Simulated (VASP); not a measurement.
# SrTiO3 (Pm-3m) in VASP: further runs

The runs below take SrTiO3 through single point, with PBE, PBEsol, r2SCAN.

Program: VASP 6.6.1. These are calculated values, not measurements. Logs are shortened: lines on timing, memory, paths and dates and some standing lists are left out, and cuts for length are marked.

## 1. The cell of the first run

It takes space group Pm-3m (No. 221, cubic). The conventional cell has a = 3.907 Å, b = 3.907 Å, c = 3.907 Å, α = 90.00°, β = 90.00°, γ = 90.00°. Within 3.6 Å of Sr (site symmetry m-3m) lie 12 O at 2.76 Å and 8 Ti at 3.38 Å. Ti (site symmetry m-3m) has 6 O at 1.95 Å within 2.6 Å. Within 2.6 Å of O (site symmetry 4/mmm) lie 2 Ti at 1.95 Å.

## 2. Single point, PBE

INCAR

```
SYSTEM = SrTiO3
  PREC = Accurate
  ENCUT = 520
  EDIFF = 1E-6
  ISMEAR = -1
  SIGMA = 0.02
  LREAL = .False.
  LASPH = .True.
  NELM = 100
  ALGO = Normal
  ISIF = 2
  LWAVE = .False.
  LCHARG = .False.
  GGA = PE
  NBANDS = 28
```

KPOINTS

```
regular mesh
0
Gamma
  6 6 6
  0 0 0
```

POSCAR

```
SrTiO3
1.0
    3.9068515418      0.0000000000      0.0000000000
    0.0000000000      3.9068515418      0.0000000000
    0.0000000000      0.0000000000      3.9068515418
Sr Ti O
1 1 3
Direct
    0.0000000000      0.0000000000      0.0000000000
    0.5000000000      0.5000000000      0.5000000000
    0.5000000000      0.0000000000      0.5000000000
    0.5000000000      0.5000000000      0.0000000000
    0.0000000000      0.5000000000      0.5000000000
```

Potentials or basis: VASP PAW PBE potentials, release 64 (Sr_sv, Ti_sv, O).

Command:

```console
$ cat potpaw_PBE.64/Sr_sv/POTCAR potpaw_PBE.64/Ti_sv/POTCAR potpaw_PBE.64/O/POTCAR > POTCAR
$ mpirun -np 1 vasp_std > vasp.out
```

OUTCAR:

```text
SYSTEM = SrTiO3
   PREC = Accurate
   ENCUT = 520
   EDIFF = 1E-6
   ISMEAR = -1
   LREAL = .False.
   LASPH = .True.
   NELM = 100
   ISIF = 2
   GGA = PE

 ion  position               nearest neighbor table
   1  0.000  0.000  0.000-   3 2.76   4 2.76   5 2.76   3 2.76   5 2.76   4 2.76   5 2.76   5 2.76
                             3 2.76   4 2.76   3 2.76   4 2.76   2 3.38   2 3.38   2 3.38   2 3.38
   2  0.500  0.500  0.500-   3 1.95   4 1.95   5 1.95   4 1.95   3 1.95   5 1.95   1 3.38   1 3.38
                             1 3.38   1 3.38   1 3.38   1 3.38   1 3.38   1 3.38
   3  0.500  0.000  0.500-   2 1.95   2 1.95   1 2.76   1 2.76   1 2.76   1 2.76
   4  0.500  0.500  0.000-   2 1.95   2 1.95   1 2.76   1 2.76   1 2.76   1 2.76
   5  0.000  0.500  0.500-   2 1.95   2 1.95   1 2.76   1 2.76   1 2.76   1 2.76

  LATTYP: Found a simple cubic cell.
 ALAT       =     3.9068515418

  Lattice vectors:

 A1 = (   3.9068515418,   0.0000000000,   0.0000000000)
 A2 = (   0.0000000000,   3.9068515418,   0.0000000000)
 A3 = (   0.0000000000,   0.0000000000,   3.9068515418)

Analysis of symmetry for initial positions (statically):
=====================================================================
 Subroutine PRICEL returns:
 Original cell was already a primitive cell.

 Routine SETGRP: Setting up the symmetry group for a
 simple cubic supercell.

 Subroutine GETGRP returns: Found 48 space group operations
 (whereof 48 operations were pure point group operations)
 out of a pool of 48 trial point group operations.

The static configuration has the point symmetry O_h .

Analysis of symmetry for dynamics (positions and initial velocities):
=====================================================================
 Subroutine PRICEL returns:
 Original cell was already a primitive cell.

 Routine SETGRP: Setting up the symmetry group for a
 simple cubic supercell.

 Subroutine GETGRP returns: Found 48 space group operations
 (whereof 48 operations were pure point group operations)
 out of a pool of 48 trial point group operations.

The dynamic configuration has the point symmetry O_h .

 Subroutine INISYM returns: Found 48 space group operations
 (whereof 48 operations are pure point group operations),
 and found     1 'primitive' translations

----------------------------------------------------------------------------------------

                                     Primitive cell

  volume of cell :      59.6322

  direct lattice vectors                    reciprocal lattice vectors
     3.906851542  0.000000000  0.000000000     0.255960583  0.000000000  0.000000000
     0.000000000  3.906851542  0.000000000     0.000000000  0.255960583  0.000000000
     0.000000000  0.000000000  3.906851542     0.000000000  0.000000000  0.255960583

  length of vectors
     3.906851542  3.906851542  3.906851542     0.255960583  0.255960583  0.255960583

  position of ions in fractional coordinates (direct lattice)
     0.000000000  0.000000000  0.000000000
     0.500000000  0.500000000  0.500000000
     0.500000000  0.000000000  0.500000000
     0.500000000  0.500000000  0.000000000
     0.000000000  0.500000000  0.500000000

  ion indices of the primitive-cell ions
   primitive index   ion index
                 1           1
                 2           2
                 3           3
                 4           4
                 5           5

----------------------------------------------------------------------------------------

 KPOINTS: regular mesh

Automatic generation of k-mesh.
 Grid dimensions read from file:
 generate k-points for:    6    6    6

 Generating k-lattice:

  Cartesian coordinates                     Fractional coordinates (reciprocal lattice)
     0.042660097  0.000000000  0.000000000     0.166666667  0.000000000  0.000000000
     0.000000000  0.042660097  0.000000000     0.000000000  0.166666667  0.000000000
     0.000000000  0.000000000  0.042660097     0.000000000  0.000000000  0.166666667

  Length of vectors
     0.042660097  0.042660097  0.042660097

  Shift w.r.t. Gamma in fractional coordinates (k-lattice)
     0.000000000  0.000000000  0.000000000

 Subroutine IBZKPT returns following result:
 ===========================================

 Found     20 irreducible k-points:

 Following reciprocal coordinates:
            Coordinates               Weight
  0.000000  0.000000  0.000000      1.000000
  0.166667  0.000000  0.000000      6.000000
  0.333333  0.000000  0.000000      6.000000
  0.500000  0.000000  0.000000      3.000000
  0.166667  0.166667  0.000000     12.000000
  0.333333  0.166667  0.000000     24.000000
[... 12 lines left out ...]
  0.500000  0.500000  0.333333      6.000000
  0.500000  0.500000  0.500000      1.000000
   k-points           NKPTS =     20   k-points in BZ     NKDIM =     20   number of bands    NBANDS=     28
   number of dos      NEDOS =    301   number of ions     NIONS =      5
   total plane-waves  NPLWV =  27000
   dimension x,y,z NGX =    30 NGY =   30 NGZ =   30
   dimension x,y,z NGXF=    60 NGYF=   60 NGZF=   60
   ions per type =               1   1   3
   NGX,Y,Z   is equivalent  to a cutoff of  12.77, 12.77, 12.77 a.u.
   NGXF,Y,Z  is equivalent  to a cutoff of  25.53, 25.53, 25.53 a.u.
 SYSTEM =  SrTiO3
   PREC   = accura    normal or accurate (medium, high low for compatibility)
   ISTART =      0    job   : 0-new  1-cont  2-samecut
   ICHARG =      2    charge: 1-file 2-atom 10-const
   ISPIN  =      1    spin polarized calculation?
   LNONCOLLINEAR =      F non collinear calculations
   LSORBIT =      F    spin-orbit coupling
   LASPH  =      T    aspherical Exc in radial PAW
   ENCUT  =  520.0 eV  38.22 Ry    6.18 a.u.   7.26  7.26  7.26*2*pi/ulx,y,z
   NELM   =    100;   NELMIN=  2; NELMDL= -5     # of ELM steps
   EDIFF  = 0.1E-05   stopping-criterion for ELM
   LREAL  =      F    real-space projection
   EDIFFG = 0.1E-04   stopping-criterion for IOM
   NSW    =      0    number of steps for IOM
   IBRION =     -1    ionic relax: 0-MD 1-quasi-New 2-CG
   NFREE  =      0    steps in history (QN), initial steepest desc. (CG)
   ISIF   =      2    stress and relaxation
   ISYM   =      2    0-nonsym 1-usesym 2-fastsym
   POTIM  = 0.5000    time-step for ionic-motion
   TEBEG  =    0.0;   TEEND  =   0.0 temperature during run
   PSTRESS=    0.0 pullay stress
   NELECT =      40.0000    total number of electrons
   NUPDOWN=      -1.0000    fix difference up-down
   EMIN   =  10.00;   EMAX   =-10.00  energy-range for DOS
   EFERMI =   0.00;   METHOD = LEGACY
   ISMEAR =    -1;   SIGMA  =   0.02  broadening in eV -4-tet -1-fermi 0-gaus
   EFERMI_NEDOS =   21; number of points for ismear=-14 and -15
   IALGO  =     38    algorithm
   IMIX   =      4    mixing-type and parameters
     AMIX     =   0.40;   BMIX     =  1.00
     AMIX_MAG =   1.60;   BMIX_MAG =  1.00
  volume/ion in A,a.u.               =      11.93        80.48
  Fermi-wavevector in a.u.,A,eV,Ry     =   1.433072  2.708113 27.942210  2.053694
  Thomas-Fermi vector in A             =   2.552630
   LORBIT       =      0    0 simple, 1 ext, 2 COOP (PROOUT), +10 PAW based schemes
   GGA     = PE    functional components
   LHFCALC =     F    Hartree Fock is set to
   AEXX    =    0.0000 exact exchange contribution
   IVDW    =     0    specifies the selected vdW correction
   LEPSILON=     F    determine dielectric tensor
   LRPA    =     F    only Hartree local field effects (RPA)
 non-spin polarized calculation
  energy-cutoff  :      520.00
  volume of cell :       59.63
 maximum number of plane-waves:      1640
 NGX is ok and might be reduce to    30
   NGX = 15   NGY = 15   NGZ = 15

 number of electron      40.0000004 magnetization

 Free energy of the ion-electron system (eV)
  ---------------------------------------------------
  ext. energy  EPLUGINS =         0.00000000
  ---------------------------------------------------
  free energy    TOTEN  =       -40.07864454 eV

  energy without entropy =      -40.07864454  energy(sigma->0) =      -40.07864454

 E-fermi :   4.6825     XC(G=0): -11.2634

 val. band max:        4.1539932619   @ k =   0.5000   0.5000   0.5000
 cond. band min:       6.0064067738   @ k =   0.0000   0.0000   0.0000
 fundamental gap:      1.8524135120
 Fermi energy:         4.6824979172

 k-point     1 :       0.0000    0.0000    0.0000
  band No.  band energies     occupation
      1     -52.3177      2.00000
      2     -28.6409      2.00000
      3     -28.5630      2.00000
      4     -28.5630      2.00000
      5     -28.5630      2.00000
      6     -13.2693      2.00000
[... 20 lines left out ...]
     27       9.5546      0.00000
     28      10.3529      0.00000

 k-point     2 :       0.1667    0.0000    0.0000
  band No.  band energies     occupation
      1     -52.3174      2.00000
      2     -28.6706      2.00000
      3     -28.5623      2.00000
      4     -28.5623      2.00000
      5     -28.5451      2.00000
      6     -13.2880      2.00000
[... 20 lines left out ...]
     27      10.0246      0.00000
     28      11.0017      0.00000

 k-point     3 :       0.3333    0.0000    0.0000
  band No.  band energies     occupation
      1     -52.3166      2.00000
      2     -28.7172      2.00000
      3     -28.5608      2.00000
      4     -28.5608      2.00000
      5     -28.5218      2.00000
      6     -13.4117      2.00000
[... 20 lines left out ...]
     27      11.0020      0.00000
     28      12.2579      0.00000

 k-point     4 :       0.5000    0.0000    0.0000
  band No.  band energies     occupation
      1     -52.3162      2.00000
      2     -28.7381      2.00000
      3     -28.5601      2.00000
      4     -28.5601      2.00000
      5     -28.5124      2.00000
      6     -13.4933      2.00000
[... 20 lines left out ...]
     27      11.5700      0.00000
     28      12.1678      0.00000

 k-point     5 :       0.1667    0.1667    0.0000
  band No.  band energies     occupation
      1     -52.3170      2.00000
      2     -28.6783      2.00000
      3     -28.5802      2.00000
      4     -28.5615      2.00000
      5     -28.5310      2.00000
      6     -13.2543      2.00000
[... 20 lines left out ...]
     27      10.4463      0.00000
     28      11.3995      0.00000

 k-point     6 :       0.3333    0.1667    0.0000
  band No.  band energies     occupation
      1     -52.3162      2.00000
      2     -28.7047      2.00000
      3     -28.5832      2.00000
      4     -28.5601      2.00000
      5     -28.5244      2.00000
      6     -13.2884      2.00000
[... 339 lines left out ...]
      5     -28.5598      2.00000
      6     -12.6248      2.00000
[... 20 lines left out ...]
     27      12.0514      0.00000
     28      12.0514      0.00000

 k-point    18 :       0.5000    0.3333    0.3333
  band No.  band energies     occupation
      1     -52.3139      2.00000
      2     -28.6442      2.00000
      3     -28.6115      2.00000
      4     -28.6111      2.00000
      5     -28.5749      2.00000
      6     -12.4626      2.00000
[... 20 lines left out ...]
     27      11.9860      0.00000
     28      12.2554      0.00000

 k-point    19 :       0.5000    0.5000    0.3333
  band No.  band energies     occupation
      1     -52.3136      2.00000
      2     -28.6289      2.00000
      3     -28.6289      2.00000
      4     -28.6105      2.00000
      5     -28.5849      2.00000
      6     -12.1172      2.00000
[... 20 lines left out ...]
     27      11.9801      0.00000
     28      12.5140      0.00000

 k-point    20 :       0.5000    0.5000    0.5000
  band No.  band energies     occupation
      1     -52.3132      2.00000
      2     -28.6280      2.00000
      3     -28.6280      2.00000
      4     -28.6280      2.00000
      5     -28.5804      2.00000
      6     -11.9324      2.00000
[... 20 lines left out ...]
     27      12.5141      0.00000
     28      12.5141      0.00000

------------------------ aborting loop because EDIFF is reached ----------------------------------------

  FORCE on cell =-STRESS in cart. coord.  units (eV):
  Direction    XX          YY          ZZ          XY          YZ          ZX
  --------------------------------------------------------------------------------------
  -------------------------------------------------------------------------------------
  Total        1.7554085      1.7554085      1.7554085     -0.0000000     -0.0000000      0.0000000
  in kB       47.1637204     47.1637204     47.1637204     -0.0000000     -0.0000000      0.0000000
  external PRESSURE =      47.1637204 kB  Pullay stress =       0.0000000 kB

 VOLUME and BASIS-vectors are now :
 -----------------------------------------------------------------------------
  energy-cutoff  :      520.00
  volume of cell :       59.63
      direct lattice vectors                 reciprocal lattice vectors
     3.906851542  0.000000000  0.000000000     0.255960583  0.000000000  0.000000000
     0.000000000  3.906851542  0.000000000     0.000000000  0.255960583  0.000000000
     0.000000000  0.000000000  3.906851542     0.000000000  0.000000000  0.255960583

 POSITION                                       TOTAL-FORCE (eV/Angst)
 -----------------------------------------------------------------------------------
      0.00000      0.00000      0.00000         0.000000      0.000000      0.000000
      1.95343      1.95343      1.95343         0.000000      0.000000      0.000000
      1.95343      0.00000      1.95343         0.000000      0.000000      0.000000
      1.95343      1.95343      0.00000         0.000000      0.000000      0.000000
      0.00000      1.95343      1.95343         0.000000      0.000000      0.000000
 -----------------------------------------------------------------------------------
    total drift:                                0.000000      0.000000     -0.000000

  FREE ENERGIE OF THE ION-ELECTRON SYSTEM (eV)
  ---------------------------------------------------
  free  energy   TOTEN  =       -40.0786445398 eV

  energy  without entropy=      -40.0786445398  energy(sigma->0) =      -40.07864454
```

Run time: 29 s. Hardware: 1 thread of AMD EPYC 7R13 (Zen 3), shared host; peak memory 0.16 GiB.

Results:

- Free energy: -40.0786 eV
- Pressure: 4.7 GPa
- Band gap on the k mesh: 1.85 eV, indirect (least direct gap 2.21 eV)

A k mesh can miss the band edges. As with any semilocal functional, this PBE gap is likely too small.

## 3. Single point, PBEsol

This run uses another cell than the first one, of 11.78 Å³/atom, 0.988 times its volume.

INCAR

```
ALGO = Normal ; EDIFF = 1E-6
ENCUT = 520 ; GGA = PS
ISIF = 2 ; ISMEAR = -1
LASPH = True ; LCHARG = True
LELF = True ; LREAL = False
LVHAR = True ; LWAVE = False
NBANDS = 28 ; NELM = 80
PREC = Accurate ; SIGMA = 0.02
```

KPOINTS

```
k-points
0
Gamma
  6 6 6
```

POSCAR: that of step 2 with these lines changed.

```diff
@@ -2,5 +2,5 @@
 1.0
-    3.9068515418      0.0000000000      0.0000000000
-    0.0000000000      3.9068515418      0.0000000000
-    0.0000000000      0.0000000000      3.9068515418
+    3.8911491759      0.0000000000      0.0000000000
+    0.0000000000      3.8911491759      0.0000000000
+    0.0000000000      0.0000000000      3.8911491759
 Sr Ti O
```

Potentials or basis: VASP PAW PBE potentials, release 64 (Sr_sv, Ti_sv, O).

Command:

```console
$ cat potpaw_PBE.64/Sr_sv/POTCAR potpaw_PBE.64/Ti_sv/POTCAR potpaw_PBE.64/O/POTCAR > POTCAR
$ mpirun -np 1 vasp_std > vasp.out
```

Wall time 29 s (1 thread of AMD EPYC 7R13 (Zen 3), shared host); peak memory 0.16 GiB.

It converged, with:

```yaml
Free_energy: -42.0150 eV
Pressure: 0.7 GPa
Band_gap_on_the_k_mesh: 1.82 eV, indirect (least direct gap 2.17 eV)
```

Levels at points of the mesh, in eV from the valence-band top:
```csv
k point,band 18,band 19,band 20,band 21,band 22,band 23
"(0.00, 0.00, 0.00)",-0.35,-0.35,-0.35,1.82,1.82,1.82
"(0.50, 0.00, 0.00)",-2.07,-0.74,-0.74,2.00,3.83,3.83
"(0.50, 0.50, 0.00)",-1.60,-1.60,-0.10,3.84,3.84,4.29
"(0.50, 0.50, 0.50)",0.00,0.00,0.00,4.53,4.53,4.53
```

Caveat: the PAW data sets were made with another functional, which shifts forces and pressure a little. A k mesh can miss the band edges.

## 4. Single point, PBE

This run uses another cell than the first one, of 12.20 Å³/atom, 1.023 times its volume.

INCAR

```
SYSTEM = SrTiO3
PREC = Accurate ; ENCUT = 520
EDIFF = 1E-6 ; ISMEAR = -1
SIGMA = 0.02 ; LREAL = .FALSE.
LASPH = .TRUE. ; NELM = 80
ALGO = Normal ; ISIF = 2
LWAVE = .FALSE. ; LCHARG = .FALSE.
GGA = PE ; NBANDS = 28
```

KPOINTS

```
Automatic mesh
0
G
  6 6 6
  0 0 0
```

POSCAR: that of step 3 with these lines changed.

```diff
@@ -2,5 +2,5 @@
 1.0
-    3.8911491759      0.0000000000      0.0000000000
-    0.0000000000      3.8911491759      0.0000000000
-    0.0000000000      0.0000000000      3.8911491759
+    3.9364351340      0.0000000000      0.0000000000
+    0.0000000000      3.9364351340      0.0000000000
+    0.0000000000      0.0000000000      3.9364351340
 Sr Ti O
```

Command:

```console
$ cat potpaw_PBE.64/Sr_sv/POTCAR potpaw_PBE.64/Ti_sv/POTCAR potpaw_PBE.64/O/POTCAR > POTCAR
$ mpirun -np 1 vasp_std > vasp.out
```

Run time: 28 s. Hardware: 1 thread of AMD EPYC 7R13 (Zen 3), shared host; peak memory 0.16 GiB.

It converged, with:

```yaml
Free_energy: -40.1026 eV
Pressure: 0.7 GPa
Band_gap_on_the_k_mesh: 1.81 eV, indirect (least direct gap 2.18 eV)
```

Levels at points of the mesh, in eV from the valence-band top:
| k point | band 16 | band 17 | band 18 | band 19 | band 20 | band 21 | band 22 | band 23 | band 24 | band 25 |
| --- | --- | --- | --- | --- | --- | --- | --- | --- | --- | --- |
| (0.00, 0.00, 0.00) | -1.13 | -1.13 | -0.37 | -0.37 | -0.37 | 1.81 | 1.81 | 1.81 | 4.13 | 4.13 |
| (0.50, 0.00, 0.00) | -2.29 | -2.29 | -1.91 | -0.73 | -0.73 | 1.97 | 3.65 | 3.65 | 4.15 | 6.27 |
| (0.50, 0.50, 0.00) | -2.77 | -1.74 | -1.54 | -1.54 | -0.09 | 3.66 | 3.66 | 4.10 | 5.08 | 7.77 |
| (0.50, 0.50, 0.50) | -3.67 | -3.67 | 0.00 | 0.00 | 0.00 | 4.31 | 4.31 | 4.31 | 6.85 | 6.85 |

(Part 1 of 2 ends here.)
